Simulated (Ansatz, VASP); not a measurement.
# CsCdCl3: VASP beside Ansatz

```
CELL_PARAMETERS angstrom
5.27800 0.00000 0.00000
0.00000 5.27800 0.00000
0.00000 0.00000 5.12200
ATOMIC_POSITIONS crystal
Cs 0.00000 0.00000 0.00000
Cd 0.50000 0.50000 0.50000
Cl 0.00000 0.50000 0.50000
Cl 0.50000 0.00000 0.50000
Cl 0.50000 0.50000 0.00000
```

Change from the starting cell: strain +0.015 along x and y, -0.015 along z, atoms carried along.

Alike in both runs: task single point; functional LDA; k mesh 6 × 6 × 6; occupations gaussian, width 0.05 eV; no spin polarisation.

|  | VASP | Ansatz |
| --- | --- | --- |
| version | VASP 6.6.1 | Ansatz 0.2.0 |
| potentials or method | VASP PAW LDA potentials, release 64 (Cs_sv, Cd, Cl), cutoff 520 eV | scalar-relativistic, plane waves, PAW |
| valence electrons in the cell | 42 | 50 |

```csv
,VASP,Ansatz,Ansatz less VASP
gap on the k mesh at the Fermi level (eV),1.46,1.44,-0.027
least direct gap on the mesh (eV),2.06,2.04,-0.022
pressure (GPa),-2.1,-2.3,-0.20
"traceless stress, the component that is largest in VASP (GPa)",0.81,0.77,-0.043
```

LDA's correlation is that of Perdew and Zunger in VASP and of Perdew and Wang (1992) in Ansatz. VASP's potentials hold 42 valence electrons a cell and Ansatz's 50, so a difference there can come from the potentials and not from the codes.

Neither program's run includes spin-orbit coupling.
